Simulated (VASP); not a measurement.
# LiF (F-43m) in VASP: elastic constants with LDA

Aim: the elastic constants of LiF with LDA.

Program: VASP 6.6.1. These are calculated values, not measurements. Logs are shortened: lines on timing, memory, paths and dates and some standing lists are left out, and cuts for length are marked.

## 1. The cell of the first run

Symmetry: F-43m, No. 216, cubic system. The conventional cell has a = 4.255 Å, b = 4.255 Å, c = 4.255 Å, α = 90.00°, β = 90.00°, γ = 90.00°. Li (site symmetry -43m) has 4 F at 1.84 Å within 2.4 Å. F (site symmetry -43m) has 4 Li at 1.84 Å within 2.4 Å.

## 2. Elastic constants, LDA

The input, INCAR:

```
SYSTEM = LiF
ALGO     = Normal         ! electronic algorithm
EDIFF    = 1E-8           ! SCF threshold, eV
ENCUT    = 600            ! plane-wave cutoff, eV
IBRION   = 6              ! ionic algorithm
ISIF     = 3              ! what is computed and relaxed
ISMEAR   = 0              ! smearing method
LASPH    = .True.         ! aspherical terms in the spheres
LCHARG   = .True.         ! write CHGCAR
LREAL    = .False.        ! projectors in reciprocal space
LWAVE    = .False.        ! write WAVECAR
NBANDS   = 12             ! bands
NELM     = 80             ! most SCF steps
NFREE    = 2            
NSW      = 1              ! ionic steps
POTIM    = 0.015          ! step
PREC     = Accurate       ! precision mode
SIGMA    = 0.01           ! smearing width, eV
```

The input, KPOINTS:

```
k-points
0
Gamma
  10 10 10
  0 0 0
```

The input, POSCAR:

```
LiF
1.0
    0.0000000000      2.1277000000      2.1277000000
    2.1277000000      0.0000000000      2.1277000000
    2.1277000000      2.1277000000      0.0000000000
Li F
1 1
Direct
    0.0000000000      0.0000000000      0.0000000000
    0.2500000000      0.2500000000      0.2500000000
```

Potentials or basis: VASP PAW LDA potentials, release 64 (Li_sv, F).

Run with:

```bash
$ cat potpaw_LDA.64/Li_sv/POTCAR potpaw_LDA.64/F/POTCAR > POTCAR
$ mpirun -np 1 vasp_std > vasp.out
```

OUTCAR:

```text
SYSTEM = LiF
   EDIFF = 1E-8
   ENCUT = 600
   IBRION = 6
   ISIF = 3
   ISMEAR = 0
   LASPH = .True.
   LREAL = .False.
   NELM = 80
   NFREE = 2
   NSW = 1
   POTIM = 0.015
   PREC = Accurate

 ion  position               nearest neighbor table
   1  0.000  0.000  0.000-   2 1.84   2 1.84   2 1.84   2 1.84
   2  0.250  0.250  0.250-   1 1.84   1 1.84   1 1.84   1 1.84

  LATTYP: Found a face centered cubic cell.
 ALAT       =     4.2554000000

  Lattice vectors:

 A1 = (   0.0000000000,   2.1277000000,   2.1277000000)
 A2 = (   2.1277000000,   0.0000000000,   2.1277000000)
 A3 = (   2.1277000000,   2.1277000000,   0.0000000000)

Analysis of symmetry for initial positions (statically):
=====================================================================
 Subroutine PRICEL returns:
 Original cell was already a primitive cell.

 Routine SETGRP: Setting up the symmetry group for a
 face centered cubic supercell.

 Subroutine GETGRP returns: Found 24 space group operations
 (whereof 24 operations were pure point group operations)
 out of a pool of 48 trial point group operations.

The static configuration has the point symmetry T_d .

Analysis of symmetry for dynamics (positions and initial velocities):
=====================================================================
 Subroutine PRICEL returns:
 Original cell was already a primitive cell.

 Routine SETGRP: Setting up the symmetry group for a
 face centered cubic supercell.

 Subroutine GETGRP returns: Found 24 space group operations
 (whereof 24 operations were pure point group operations)
 out of a pool of 48 trial point group operations.

The dynamic configuration has the point symmetry T_d .

 Subroutine INISYM returns: Found 24 space group operations
 (whereof 24 operations are pure point group operations),
 and found     1 'primitive' translations

----------------------------------------------------------------------------------------

                                     Primitive cell

  volume of cell :      19.2647

  direct lattice vectors                    reciprocal lattice vectors
     0.000000000  2.127700000  2.127700000    -0.234995535  0.234995535  0.234995535
     2.127700000  0.000000000  2.127700000     0.234995535 -0.234995535  0.234995535
     2.127700000  2.127700000  0.000000000     0.234995535  0.234995535 -0.234995535

  length of vectors
     3.009022197  3.009022197  3.009022197     0.407024206  0.407024206  0.407024206

  position of ions in fractional coordinates (direct lattice)
     0.000000000  0.000000000  0.000000000
     0.250000000  0.250000000  0.250000000

  ion indices of the primitive-cell ions
   primitive index   ion index
                 1           1
                 2           2

----------------------------------------------------------------------------------------

 KPOINTS: k-points

Automatic generation of k-mesh.
 Grid dimensions read from file:
 generate k-points for:   10   10   10

 Generating k-lattice:

[... 108 lines left out ...]
  ext. energy  EPLUGINS =         0.00000000
  ---------------------------------------------------
  free energy    TOTEN  =       -10.37940493 eV

  energy without entropy =      -10.37940493  energy(sigma->0) =      -10.37940493

------------------------ aborting loop because EDIFF is reached ----------------------------------------

  FORCE on cell =-STRESS in cart. coord.  units (eV):
  Direction    XX          YY          ZZ          XY          YZ          ZX
  --------------------------------------------------------------------------------------
  -------------------------------------------------------------------------------------
  Total       -0.3113158     -0.3113158     -0.3113158      0.0000000      0.0000000      0.0000000
  in kB      -25.8911038    -25.8911038    -25.8911038      0.0000000      0.0000000      0.0000000
  external PRESSURE =     -25.8911038 kB  Pullay stress =       0.0000000 kB
[... 89 lines left out ...]
  FREE ENERGIE OF THE ION-ELECTRON SYSTEM (eV)
  ---------------------------------------------------
  free  energy   TOTEN  =       -10.3831821458 eV

  energy  without entropy=      -10.3831821458  energy(sigma->0) =      -10.38318215

[... ionic steps 4 to 14 ...]

--------------------------------------- Ionic step       15  -------------------------------------------

 number of electron       9.9999999 magnetization

------------------------ aborting loop because EDIFF is reached ----------------------------------------
[... 67 lines left out ...]
--------------------------------------- Ionic step       17  -------------------------------------------

 number of electron       9.9999995 magnetization

 Free energy of the ion-electron system (eV)
  ---------------------------------------------------
  ext. energy  EPLUGINS =         0.00000000
  ---------------------------------------------------
  free energy    TOTEN  =       -10.37897831 eV

  energy without entropy =      -10.37897831  energy(sigma->0) =      -10.37897831

 E-fermi :  -2.6585     XC(G=0):  -9.6871

 val. band max:       -2.7122105476   @ k =   0.0000   0.0000   0.0000
 cond. band min:       5.0052347818   @ k =   0.0000   0.0000   0.0000
 fundamental gap:      7.7174453295
 Fermi energy:        -2.6585062359

 k-point     1 :       0.0000    0.0000    0.0000
  band No.  band energies     occupation
      1     -41.8594      2.00000
      2     -21.6771      2.00000
      3      -2.7453      2.00000
      4      -2.7282      2.00000
      5      -2.7122      2.00000
      6       5.0052      0.00000
      7      16.4781      0.00000
      8      16.4883      0.00000
      9      16.5000      0.00000
     10      25.2556      0.00000
     11      25.3040      0.00000
     12      25.3507      0.00000
[... 331 lines left out ...]
 k-point    24 :       0.4000    0.3000    0.0000
  band No.  band energies     occupation
      1     -41.8058      2.00000
      2     -21.4766      2.00000
      3      -4.1079      2.00000
      4      -3.4082      2.00000
      5      -3.3958      2.00000
      6       7.5005      0.00000
      7      13.6759      0.00000
      8      16.4282      0.00000
      9      16.5883      0.00000
     10      18.3755      0.00000
     11      25.6387      0.00000
     12      29.0832      0.00000

 [... further k-points ...]
[... 5 lines left out ...]
  --------------------------------------------------------------------------------------
  -------------------------------------------------------------------------------------
  Total       -0.3100156     -0.3086092     -0.3086092      0.0000000      0.0457136      0.0000000
  in kB      -25.7829738    -25.6660078    -25.6660078      0.0000000      3.8018485      0.0000000
  external PRESSURE =     -25.7049965 kB  Pullay stress =       0.0000000 kB
[... 17 lines left out ...]
  FREE ENERGIE OF THE ION-ELECTRON SYSTEM (eV)
  ---------------------------------------------------
  free  energy   TOTEN  =       -10.3789783067 eV

  energy  without entropy=      -10.3789783067  energy(sigma->0) =      -10.37897831

 INTERNAL STRAIN TENSORS FROM STRAINED CELLS
 ============================================

 INTERNAL STRAIN TENSOR FOR ION    1 for displacements in x,y,z  (eV/Angst):
          X           Y           Z          XY          YZ          ZX
  --------------------------------------------------------------------------------
  x     0.00000     0.00000    -0.00000     0.00000     3.04409    -0.00000
  y    -0.00000    -0.00000    -0.00000     0.00000     0.00000     3.04421
  z    -0.00000     0.00000    -0.00000     3.04374     0.00000    -0.00000

 INTERNAL STRAIN TENSORS FROM DISPLACED ATOMS
 ============================================

 INTERNAL STRAIN TENSOR FOR ION    1 for displacements in x,y,z  (eV/Angst):
          X           Y           Z          XY          YZ          ZX
  --------------------------------------------------------------------------------
  x     0.00000     0.00000     0.00000     0.00000     3.04716     0.00000
  y     0.00000     0.00000     0.00000     0.00000     0.00000     3.04716
  z     0.00000     0.00000     0.00000     3.04716     0.00000     0.00000

 INTERNAL STRAIN TENSOR FOR ION    2 for displacements in x,y,z  (eV/Angst):
          X           Y           Z          XY          YZ          ZX
  --------------------------------------------------------------------------------
  x    -0.00000    -0.00000    -0.00000     0.00000    -3.04658     0.00000
  y     0.00000     0.00000     0.00000     0.00000     0.00000    -3.04658
  z    -0.00000    -0.00000    -0.00000    -3.04658     0.00000     0.00000

 Eigenvectors and eigenvalues of the dynamical matrix
 ----------------------------------------------------

   1 f  =   13.456072 THz    84.546993 2PiTHz  448.846243 cm-1    55.649817 meV
             X         Y         Z           dx          dy          dz
      0.000000  0.000000  0.000000     0.854421    0.000000    0.000000
      1.063850  1.063850  1.063850    -0.519581    0.000000    0.000000
[... 21 lines left out ...]
   6 f/i=    0.006542 THz     0.041104 2PiTHz    0.218216 cm-1     0.027055 meV
             X         Y         Z           dx          dy          dz
      0.000000  0.000000  0.000000     0.285427   -0.434161    0.000000
      1.063850  1.063850  1.063850     0.469368   -0.713953    0.000000

--------------------------------------------------------------------------------------------------------

 ELASTIC MODULI CONTR FROM IONIC RELAXATION (kBar)
 Direction    XX          YY          ZZ          XY          YZ          ZX
 --------------------------------------------------------------------------------
 XX          -0.0000     -0.0000     -0.0000     -0.0000     -0.0000      0.0000
 YY          -0.0000     -0.0000     -0.0000     -0.0000     -0.0000      0.0000
 ZZ          -0.0000     -0.0000     -0.0000     -0.0000     -0.0000      0.0000
 XY          -0.0000     -0.0000     -0.0000   -203.4153      0.0000      0.0000
 YZ          -0.0000     -0.0000     -0.0000      0.0000   -203.4153      0.0000
 ZX           0.0000      0.0000      0.0000      0.0000      0.0000   -203.4153
 --------------------------------------------------------------------------------

 TOTAL ELASTIC MODULI (kBar)
 Direction    XX          YY          ZZ          XY          YZ          ZX
 --------------------------------------------------------------------------------
 XX         673.5581    500.1899    500.1899      0.0000     -0.0000     -0.0000
 YY         500.1899    673.5581    500.1899      0.0000      0.0000      0.0000
 ZZ         500.1899    500.1899    673.5581     -0.0000     -0.0000     -0.0000
 XY           0.0000      0.0000     -0.0000    347.2713      0.0000      0.0000
 YZ          -0.0000      0.0000     -0.0000      0.0000    347.2713      0.0000
 ZX          -0.0000      0.0000     -0.0000      0.0000      0.0000    347.2713
 --------------------------------------------------------------------------------
```

Wall time 3.3 min (1 thread of Intel Xeon Platinum 8375C at 2.90GHz (Ice Lake), shared host); peak memory 0.24 GiB.

What came out:

```yaml
Elastic_constants_C11_C12_C44: 67, 50, 35 GPa
Voigt_bulk_modulus: 56 GPa
Highest_phonon_frequency_at_Γ_LO-TO_splitting_left_out: 449 cm⁻¹
```

Phonon frequencies in cm⁻¹ (negative: imaginary):
| q point | frequencies |
| --- | --- |
| (0.000, 0.000, 0.000) | 0 0 0 449 449 449 |

Elastic tensor in Voigt notation (GPa, in the Cartesian axes of the cell as first typed):
```
67 50 50  0  0  0
50 67 50  0  0  0
50 50 67  0  0  0
 0  0  0 35  0  0
 0  0  0  0 35  0
 0  0  0  0  0 35
```

Clamped-ion elastic tensor (GPa):
```
67 50 50  0  0  0
50 67 50  0  0  0
50 50 67  0  0  0
 0  0  0 55  0  0
 0  0  0  0 55  0
 0  0  0  0  0 55
```

Caveat: the cell is under stress, which shifts elastic constants; the cutoff is under 1.25 times the usual one of these potentials, so pressure, stress and relaxed cells hold a basis-set (Pulay) error.
